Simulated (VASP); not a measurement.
# Os (P6_3/mmc) in VASP: single point with PBE

Aim: the single point of Os with PBE.

All numbers are computed with VASP 6.6.1; they aren't measurements. Logs are shortened: lines on timing, memory, paths and dates and some standing lists are left out, and cuts for length are marked.

## (1) The cell of the first run

The structure is hexagonal, space group P6_3/mmc (No. 194). The conventional cell has a = 2.753 Å, b = 2.753 Å, c = 4.351 Å, α = 90.00°, β = 90.00°, γ = 120.00°. Within 3.6 Å of Os (site symmetry -6m2) lie 12 Os at 2.69 to 2.75 Å.

## (2) Single point, PBE

INCAR reads:

```
PREC = Accurate ; ENCUT = 520
EDIFF = 1E-6 ; ISMEAR = 0
SIGMA = 0.1 ; LREAL = F
LASPH = T ; NELM = 60
ALGO = Normal ; ISIF = 2
LWAVE = F ; LCHARG = T
GGA = PE ; LELF = T
LVHAR = T ; NBANDS = 15
```

KPOINTS reads:

```
Automatic mesh
0
Gamma
  18 18 10
```

POSCAR reads:

```
Os
1.0
    2.7527785200      0.0000000000      0.0000000000
   -1.3763892600      2.3839761293      0.0000000000
    0.0000000000      0.0000000000      4.3508722112
Os
2
Direct
    0.3333333333      0.6666666667      0.2500000000
    0.6666666667      0.3333333333      0.7500000000
```

Potentials or basis: VASP PAW PBE potentials, release 64 (Os).

Started as:

```console
$ cat potpaw_PBE.64/Os/POTCAR > POTCAR
$ mpirun -np 1 vasp_std > vasp.out
```

OUTCAR:

```text
PREC = Accurate
   ENCUT = 520
   EDIFF = 1E-6
   ISMEAR = 0
   LREAL = F
   LASPH = T
   NELM = 60
   ISIF = 2
   GGA = PE

 ion  position               nearest neighbor table
   1  0.333  0.667  0.250-   2 2.69   2 2.69   2 2.69   2 2.69   2 2.69   2 2.69
   2  0.667  0.333  0.750-   1 2.69   1 2.69   1 2.69   1 2.69   1 2.69   1 2.69

  LATTYP: Found a hexagonal cell.
 ALAT       =     2.7527785200
 C/A-ratio  =     1.5805384195

  Lattice vectors:

 A1 = (   2.7527785200,   0.0000000000,   0.0000000000)
 A2 = (  -1.3763892600,   2.3839761293,   0.0000000000)
 A3 = (   0.0000000000,   0.0000000000,   4.3508722112)

Analysis of symmetry for initial positions (statically):
=====================================================================
 Subroutine PRICEL returns:
 Original cell was already a primitive cell.

 Routine SETGRP: Setting up the symmetry group for a
 hexagonal supercell.

 Subroutine GETGRP returns: Found 24 space group operations
 (whereof 12 operations were pure point group operations)
 out of a pool of 24 trial point group operations.

The static configuration has the point symmetry D_3d.
 The point group associated with its full space group is D_6h.

Analysis of symmetry for dynamics (positions and initial velocities):
=====================================================================
 Subroutine PRICEL returns:
 Original cell was already a primitive cell.

 Routine SETGRP: Setting up the symmetry group for a
 hexagonal supercell.

 Subroutine GETGRP returns: Found 24 space group operations
 (whereof 12 operations were pure point group operations)
 out of a pool of 24 trial point group operations.

The dynamic configuration has the point symmetry D_3d.
 The point group associated with its full space group is D_6h.

 Subroutine INISYM returns: Found 24 space group operations
 (whereof 12 operations are pure point group operations),
 and found     1 'primitive' translations

----------------------------------------------------------------------------------------

                                     Primitive cell

  volume of cell :      28.5529

  direct lattice vectors                    reciprocal lattice vectors
     2.752778520  0.000000000  0.000000000     0.363269327  0.209733644  0.000000000
    -1.376389260  2.383976129  0.000000000     0.000000000  0.419467287  0.000000000
     0.000000000  0.000000000  4.350872211     0.000000000  0.000000000  0.229838973

  length of vectors
     2.752778520  2.752778520  4.350872211     0.419467287  0.419467287  0.229838973

  position of ions in fractional coordinates (direct lattice)
     0.333333333  0.666666667  0.250000000
     0.666666667  0.333333333  0.750000000

  ion indices of the primitive-cell ions
   primitive index   ion index
                 1           1
                 2           2

----------------------------------------------------------------------------------------

 KPOINTS: Automatic mesh

Automatic generation of k-mesh.
 Grid dimensions read from file:
 generate k-points for:   18   18   10

 Generating k-lattice:

  Cartesian coordinates                     Fractional coordinates (reciprocal lattice)
     0.020181629  0.011651869  0.000000000     0.055555556  0.000000000  0.000000000
     0.000000000  0.023303738  0.000000000     0.000000000  0.055555556  0.000000000
     0.000000000  0.000000000  0.022983897     0.000000000  0.000000000  0.100000000

  Length of vectors
     0.023303738  0.023303738  0.022983897

  Shift w.r.t. Gamma in fractional coordinates (k-lattice)
     0.000000000  0.000000000  0.000000000

 Subroutine IBZKPT returns following result:
 ===========================================

 Found    222 irreducible k-points:

 Following reciprocal coordinates:
            Coordinates               Weight
  0.000000  0.000000  0.000000      1.000000
  0.055556 -0.000000  0.000000      6.000000
  0.111111 -0.000000  0.000000      6.000000
  0.166667 -0.000000  0.000000      6.000000
  0.222222  0.000000  0.000000      6.000000
  0.277778  0.000000  0.000000      6.000000
[... 16 lines left out ...]
  0.333333  0.111111  0.000000     12.000000
  0.388889  0.111111  0.000000     12.000000
 [... further k-points ...]
   k-points           NKPTS =    222   k-points in BZ     NKDIM =    222   number of bands    NBANDS=     15
   number of dos      NEDOS =    301   number of ions     NIONS =      2
   total plane-waves  NPLWV =  12800
   dimension x,y,z NGX =    20 NGY =   20 NGZ =   32
   dimension x,y,z NGXF=    40 NGYF=   40 NGZF=   64
   ions per type =               2
   NGX,Y,Z   is equivalent  to a cutoff of  12.08, 12.08, 12.23 a.u.
   NGXF,Y,Z  is equivalent  to a cutoff of  24.16, 24.16, 24.45 a.u.
 SYSTEM =  unknown system
   PREC   = accura    normal or accurate (medium, high low for compatibility)
   ISTART =      0    job   : 0-new  1-cont  2-samecut
   ICHARG =      2    charge: 1-file 2-atom 10-const
   ISPIN  =      1    spin polarized calculation?
   LNONCOLLINEAR =      F non collinear calculations
   LSORBIT =      F    spin-orbit coupling
   LASPH  =      T    aspherical Exc in radial PAW
   ENCUT  =  520.0 eV  38.22 Ry    6.18 a.u.   5.12  5.12  8.09*2*pi/ulx,y,z
   NELM   =     60;   NELMIN=  2; NELMDL= -5     # of ELM steps
   EDIFF  = 0.1E-05   stopping-criterion for ELM
   LREAL  =      F    real-space projection
[... 7 lines left out ...]
   TEBEG  =    0.0;   TEEND  =   0.0 temperature during run
   PSTRESS=    0.0 pullay stress
   NELECT =      16.0000    total number of electrons
   NUPDOWN=      -1.0000    fix difference up-down
   EMIN   =  10.00;   EMAX   =-10.00  energy-range for DOS
   EFERMI =   0.00;   METHOD = LEGACY
   ISMEAR =     0;   SIGMA  =   0.10  broadening in eV -4-tet -1-fermi 0-gaus
   EFERMI_NEDOS =   21; number of points for ismear=-14 and -15
   IALGO  =     38    algorithm
   IMIX   =      4    mixing-type and parameters
     AMIX     =   0.40;   BMIX     =  1.00
     AMIX_MAG =   1.60;   BMIX_MAG =  1.00
  volume/ion in A,a.u.               =      14.28        96.34
  Fermi-wavevector in a.u.,A,eV,Ry     =   1.349683  2.550530 24.784960  1.821643
  Thomas-Fermi vector in A             =   2.477249
   LORBIT       =      0    0 simple, 1 ext, 2 COOP (PROOUT), +10 PAW based schemes
   GGA     = PE    functional components
   LHFCALC =     F    Hartree Fock is set to
   AEXX    =    0.0000 exact exchange contribution
   IVDW    =     0    specifies the selected vdW correction
   LEPSILON=     F    determine dielectric tensor
   LRPA    =     F    only Hartree local field effects (RPA)
 non-spin polarized calculation
 Gauss-broadening in eV      SIGMA  =   0.10
  energy-cutoff  :      520.00
  volume of cell :       28.55
 maximum number of plane-waves:       786
   NGX = 11   NGY = 11   NGZ = 17

 number of electron      15.9999999 magnetization

 Free energy of the ion-electron system (eV)
  ---------------------------------------------------
  ext. energy  EPLUGINS =         0.00000000
  ---------------------------------------------------
  free energy    TOTEN  =       -22.49898848 eV

  energy without entropy =      -22.49131437  energy(sigma->0) =      -22.49515143

 E-fermi :   9.1614     XC(G=0): -13.9408

 val. band max:        9.1505200294   @ k =   0.2222   0.0556   0.3000
 cond. band min:       9.1667800921   @ k =   0.4444   0.1111   0.4000
 fundamental gap:      0.0162600627
 Fermi energy:         9.1613832387

 k-point     1 :       0.0000    0.0000    0.0000
  band No.  band energies     occupation
      1      -1.5976      2.00000
      2       1.5602      2.00000
      3       6.1962      2.00000
      4       6.1962      2.00000
      5       6.4384      2.00000
      6       7.0085      2.00000
      7       7.0085      2.00000
      8       7.6461      2.00000
      9       7.6461      2.00000
     10       9.1825      0.76486
     11      10.7958      0.00000
     12      10.7958      0.00000
     13      17.9876      0.00000
     14      23.2038      0.00000
     15      25.8860      0.00000

 k-point     2 :       0.0556   -0.0000    0.0000
  band No.  band energies     occupation
      1      -1.4750      2.00000
      2       1.6697      2.00000
      3       5.9170      2.00000
      4       6.3036      2.00000
      5       6.6844      2.00000
      6       6.9349      2.00000
      7       7.1086      2.00000
      8       7.5003      2.00000
      9       7.5587      2.00000
     10       8.5905      2.00000
     11      10.8561      0.00000
     12      11.5673      0.00000
     13      17.9772      0.00000
     14      23.4560      0.00000
     15      26.0468      0.00000

 k-point     3 :       0.1111   -0.0000    0.0000
  band No.  band energies     occupation
      1      -1.1168      2.00000
      2       1.9766      2.00000
      3       5.5080      2.00000
      4       6.6213      2.00000
      5       6.7073      2.00000
      6       6.9086      2.00000
      7       7.0678      2.00000
      8       7.3270      2.00000
      9       7.4041      2.00000
     10       7.9678      2.00000
     11      11.0093      0.00000
     12      12.8897      0.00000
     13      17.9292      0.00000
     14      24.1365      0.00000
     15      26.4677      0.00000
[... 343 lines left out ...]
 k-point    23 :       0.3333    0.1111    0.0000
  band No.  band energies     occupation
      1       2.3396      2.00000
      2       2.7614      2.00000
      3       3.2354      2.00000
      4       5.2791      2.00000
      5       5.7058      2.00000
      6       6.7702      2.00000
      7       6.9717      2.00000
      8       9.8995      0.00000
      9      10.6775      0.00000
     10      11.5449      0.00000
     11      11.9620      0.00000
     12      17.4618      0.00000
     13      18.0654      0.00000
     14      20.2980      0.00000
     15      20.5568      0.00000

 k-point    24 :       0.3889    0.1111    0.0000
  band No.  band energies     occupation
      1       2.5222      2.00000
      2       2.6243      2.00000
      3       2.9774      2.00000
      4       5.6538      2.00000
      5       5.7178      2.00000
      6       6.6008      2.00000
      7       7.2857      2.00000
      8      10.6914      0.00000
      9      11.1103      0.00000
     10      11.5731      0.00000
     11      12.9504      0.00000
     12      15.9226      0.00000
     13      18.4081      0.00000
     14      19.5302      0.00000
     15      21.1642      0.00000

 [... further k-points ...]
[... 5 lines left out ...]
  --------------------------------------------------------------------------------------
  -------------------------------------------------------------------------------------
  Total       -0.0202131     -0.0202131     -0.0433922      0.0000000     -0.0000000      0.0000000
  in kB       -1.1342132     -1.1342132     -2.4348505      0.0000000     -0.0000000      0.0000000
  external PRESSURE =      -1.5677590 kB  Pullay stress =       0.0000000 kB

 VOLUME and BASIS-vectors are now :
 -----------------------------------------------------------------------------
  energy-cutoff  :      520.00
  volume of cell :       28.55
      direct lattice vectors                 reciprocal lattice vectors
     2.752778520  0.000000000  0.000000000     0.363269327  0.209733644  0.000000000
    -1.376389260  2.383976129  0.000000000     0.000000000  0.419467287  0.000000000
     0.000000000  0.000000000  4.350872211     0.000000000  0.000000000  0.229838973

 POSITION                                       TOTAL-FORCE (eV/Angst)
 -----------------------------------------------------------------------------------
     -0.00000      1.58932      1.08772        -0.000000     -0.000000      0.000000
      1.37639      0.79466      3.26315         0.000000      0.000000      0.000000
 -----------------------------------------------------------------------------------
    total drift:                               -0.000000      0.000000     -0.000000

  FREE ENERGIE OF THE ION-ELECTRON SYSTEM (eV)
  ---------------------------------------------------
  free  energy   TOTEN  =       -22.4989884841 eV

  energy  without entropy=      -22.4913143690  energy(sigma->0) =      -22.49515143
```

Run time: 31 s. Hardware: 1 thread of AMD EPYC 9R45 (Zen 5), shared host; peak memory 0.17 GiB.

What came out:

```yaml
Free_energy: -22.4990 eV
Pressure: -0.2 GPa
Band_gap_on_the_k_mesh: zero (band 8 reaches 11.13 eV, above the bottom of band 9 at 7.32 eV)
```

Caveat: spin-orbit coupling is left out, which moves the levels of the heavy elements.
